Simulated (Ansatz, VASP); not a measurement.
MoS2: VASP beside Ansatz

Contents of POSCAR:

```
MoS2
1.0
    3.0860787599      0.0000000000      0.0000000000
   -1.5430393799      2.7479154886      0.0000000000
    0.0000000000      0.0000000000     12.4359056939
Mo S
2 4
Direct
    0.3333132363      0.6666264726      0.2500000000
    0.6666867637      0.3333735274      0.7500000000
    0.3348288524      0.6696577047      0.6238028563
    0.6651711476      0.3303422953      0.1238028563
    0.3348288524      0.6696577047      0.8761971437
    0.6651711476      0.3303422953      0.3761971437
```

INCAR.step1

```
SYSTEM = MoS2
PREC = Accurate
ENCUT = 520
ISMEAR = 0
SIGMA = 0.01
LREAL = .FALSE.
LASPH = .TRUE.
NELM = 60
NBANDS = 35
GGA = PE
ALGO = Normal
EDIFF = 1E-4
LWAVE = .TRUE.
LCHARG = .FALSE.
```

Contents of INCAR.step2:

```
SYSTEM = MoS2
PREC = Accurate
ENCUT = 520
EDIFF = 1E-6
ISMEAR = 0
SIGMA = 0.01
LREAL = .FALSE.
LASPH = .TRUE.
NELM = 60
ALGO = Normal
ISIF = 2
LWAVE = .FALSE.
LCHARG = .FALSE.
METAGGA = R2SCAN
LMIXTAU = .TRUE.
NBANDS = 35
ISTART = 1
```

File KPOINTS:

```
Automatic mesh
0
G
  12 12 2
  0 0 0
```

Input for Ansatz:

```yaml
crystal:
  lattice:
    - [3.0860787599, 0.0, 0.0]
    - [-1.5430393799, 2.7479154886, 0.0]
    - [0.0, 0.0, 12.4359056939]
  atoms:
    - { symbol: Mo, position: [0.3333132363, 0.6666264726, 0.25] }
    - { symbol: Mo, position: [0.6666867637, 0.3333735274, 0.75] }
    - { symbol: S, position: [0.3348288524, 0.6696577047, 0.6238028563] }
    - { symbol: S, position: [0.6651711476, 0.3303422953, 0.1238028563] }
    - { symbol: S, position: [0.3348288524, 0.6696577047, 0.8761971437] }
    - { symbol: S, position: [0.6651711476, 0.3303422953, 0.3761971437] }
kpoints:
  mp_grid: { grid: [12, 12, 2] }
  band_path:
    path:
      - [0.0, 0.0, 0.0]
      - [0.5, 0.0, 0.0]
      - [0.3333333333, 0.3333333333, 0.0]
      - [0.0, 0.0, 0.5]
      - [0.5, 0.0, 0.5]
      - [0.3333333333, 0.3333333333, 0.5]
      - [0.354167, -0.177083, 0.0]
    npoints: 1
hamiltonian:
  xc: r2scan
scf:
  occupations: { method: fixed }
  n_extra_bands: 5
output:
  forces: true
  stress: true
  eigenvalues: true
```

Change from the starting cell: uniaxial_x strain -2.7%.

Alike in both runs: task single point; functional r2SCAN; k mesh 12 × 12 × 2; no spin polarisation.

|  | VASP | Ansatz |
| --- | --- | --- |
| version | VASP 6.6.1 | Ansatz 0.2.0 |
| potentials or method | VASP PAW PBE potentials, release 64 (Mo_sv, S) | plane waves, PAW |
| plane-wave cutoff (eV) | 520 | 500 |
| occupations | gaussian, width 0.01 eV | fixed |
| valence electrons in the cell | 52 | 52 |

Ansatz gave:

```
gap on the k mesh at the Fermi level (eV)                     : 1.07
pressure (GPa)                                                : 4.2
traceless stress, the component that is largest in VASP (GPa) : 4.10
rms of the force components (eV/Å)                            : 0.027
```

Task: Which values does VASP return?

Result: gap on the k mesh at the Fermi level (eV): 1.08; pressure (GPa): 4.3; traceless stress, the component that is largest in VASP (GPa): 4.14; rms of the force components (eV/Å): 0.025.

VASP's potentials were made for PBE, not for r2SCAN. Atom by atom the forces differ by 0.002 eV/Å (rms over components).
